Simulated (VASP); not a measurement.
Runs of VASP 6.6.1 on AlN. The structure is that of space group P6_3mc (No. 186), or close to it. The cells are those of the table. 

```csv
task,cell,cutoff (eV),gap on the mesh (eV),pressure (GPa),largest force (eV/Å)
relaxation of shape and atoms at fixed volume,"relaxed from a = 3.088, b = 3.088, c = 4.950 Å, angles 90.0, 90.0, 120.0°, 4 atoms",600,4.39,8.1,-
relaxation of shape and atoms at fixed volume,"relaxed from a = 3.047, b = 3.047, c = 4.872 Å, angles 90.0, 90.0, 120.0°, 4 atoms",600,4.74,18.5,-
relaxation of shape and atoms at fixed volume,"relaxed from a = 2.926, b = 2.926, c = 4.593 Å, angles 90.0, 90.0, 120.0°, 4 atoms",600,5.13,64.5,-
relaxation of shape and atoms at fixed volume,"relaxed from a = 3.006, b = 3.006, c = 4.788 Å, angles 90.0, 90.0, 120.0°, 4 atoms",600,5.11,31.2,-
single point,"a = 2.949, b = 2.949, c = 4.523 Å, angles 90.0, 90.0, 120.0°, 4 atoms",520,5.13,(a),-
single point,"a = 3.051, b = 3.051, c = 4.860 Å, angles 90.0, 90.0, 120.0°, 4 atoms",520,4.74,18.7,-
relaxation of shape and atoms at fixed volume,"relaxed from a = 3.171, b = 3.171, c = 5.084 Å, angles 90.0, 90.0, 120.0°, 4 atoms",600,3.72,-7.4,0.01
single point,"a = 3.012, b = 3.012, c = 4.771 Å, angles 90.0, 90.0, 120.0°, 4 atoms",520,5.11,(b),-
single point,"a = 3.169, b = 3.169, c = 5.091 Å, angles 90.0, 90.0, 120.0°, 4 atoms",520,3.72,-7.3,0.01
single point,"a = 3.091, b = 3.091, c = 4.941 Å, angles 90.0, 90.0, 120.0°, 4 atoms",520,4.39,8.3,0.01
```

Alike in all rows: level PBE; potentials or basis VASP PAW PBE potentials, release 64 (Al, N); no spin polarisation; k mesh 10 × 10 × 6; smearing gaussian 0.05 eV.

Problem. Fill in the values left out.

Solution. (a) 64.6; (b) 31.3.

A k mesh can miss the band edges.
